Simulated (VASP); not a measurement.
Crystal: MgS.

```
Mg S
1.0
     0.00000    2.83088    2.83088
     2.83088    0.00000    2.83088
     2.83088    2.83088    0.00000
Mg S
1 1
Direct
  0.00000 0.00000 0.00000
  0.25000 0.25000 0.25000
```

Base run:

```yaml
Program: VASP 6.6.1
Functional: HSE06
Potentials_or_basis: VASP PAW PBE potentials, release 64 (Mg, S)
Cutoff: 520 eV
k_mesh: 6 × 6 × 6
Occupations: gaussian, width 0.01 eV
Spin: no spin polarisation
```

Its results: band gap on the k mesh 4.51 eV; pressure -0.1 GPa.

The run is repeated on the same cell with these changes: functional from HSE06 to PBE0. What comes out?

Band gap on the k mesh 5.21 eV; pressure -0.2 GPa.

Caveats: the PAW data sets were made with another functional, which shifts forces and pressure a little.

A k mesh can miss the band edges.
